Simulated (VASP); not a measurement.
Write the native input for VASP 6.6.1 that does the following.

```yaml
Task: single point
Functional: PBE
Dispersion: D3(BJ)
Potentials_or_basis: VASP PAW PBE potentials, release 64 (H, C, O)
Cutoff: 520 eV
k_mesh: 3 × 3 × 1
Occupations: gaussian, width 0.02 eV
Spin: no spin polarisation
Dipole_correction: no
Further_INCAR_settings: LREAL = Auto; ALGO = Normal; EDIFF = 1e-07; NBANDS = 55
```

The structure of H6C16O lies in POSCAR:

```
H6C16O
1.0
    5.0487420000      0.0000000000      0.0000000000
    2.5243710000      4.3723390000      0.0000000000
    0.0000000000      0.0000000000     14.6764260000
H C O
6 16 1
Direct
    0.1666667000      0.1666667000      0.0681365000
    0.6666667000      0.1666667000      0.0681365000
    0.1666667000      0.6666667000      0.0681365000
    0.6666667000      0.6666667000      0.0681365000
    0.3274222166      0.9973078501      0.4356609062
    1.0095306609      0.5121568002      0.3945711386
    0.1666667000      0.1666667000      0.1430866000
    0.6666667000      0.1666667000      0.1430866000
    0.1666667000      0.6666667000      0.1430866000
    0.6666667000      0.6666667000      0.1430866000
   -0.1666667000      0.3333333000      0.1781963000
    0.3333333000      0.3333333000      0.1781963000
   -0.1666667000      0.8333333000      0.1781963000
    0.3333333000      0.8333333000      0.1781963000
   -0.1622902160      0.3327508173      0.2918855053
    0.3377838243      0.3362660951      0.2845747990
   -0.1608970128      0.8361506778      0.2851340202
    0.3371619356      0.8348870430      0.2857737461
    0.0063613663      0.0013161955      0.3115801818
    0.5060089248      0.0020786123      0.3198143705
    0.0059903478      0.5045860712      0.3199762196
    0.5054400948      0.5025256660      0.3068577744
    0.5127174871      0.9988380654      0.4168544767
```

One way to write it, as run:

INCAR

```
SYSTEM = H6C16O
ALGO     = Normal         ! electronic algorithm
EDIFF    = 1E-7           ! SCF threshold, eV
ENCUT    = 520            ! plane-wave cutoff, eV
GGA      = PE             ! functional
ISIF     = 2              ! what is computed and relaxed
ISMEAR   = 0              ! smearing method
IVDW     = 12             ! dispersion correction
LASPH    = .True.         ! aspherical terms in the spheres
LCHARG   = .False.        ! write CHGCAR
LREAL    = Auto         
LWAVE    = .False.        ! write WAVECAR
NBANDS   = 55             ! bands
NELM     = 60             ! most SCF steps
PREC     = Accurate       ! precision mode
SIGMA    = 0.02           ! smearing width, eV
```

KPOINTS

```
k-points
0
Gamma
  3 3 1
  0 0 0
```

Potentials or basis: VASP PAW PBE potentials, release 64 (H, C, O).

Launch:

```sh
$ cat potpaw_PBE.64/H/POTCAR potpaw_PBE.64/C/POTCAR potpaw_PBE.64/O/POTCAR > POTCAR
$ mpirun -np 1 vasp_std > vasp.out
```

Results of the run:

The largest force is 1.838 eV/Å, the band gap on the k mesh is 0.02 eV, indirect (least direct gap 0.29 eV) and the dispersion energy per atom is -0.106 eV.

Caveat: the k points lie up to 0.48 Å⁻¹ apart.

It took 7.5 min on 1 thread of AMD EPYC 7R43 64-Core Processor (Zen 3), with other jobs on the host, peak memory 0.38 GiB.
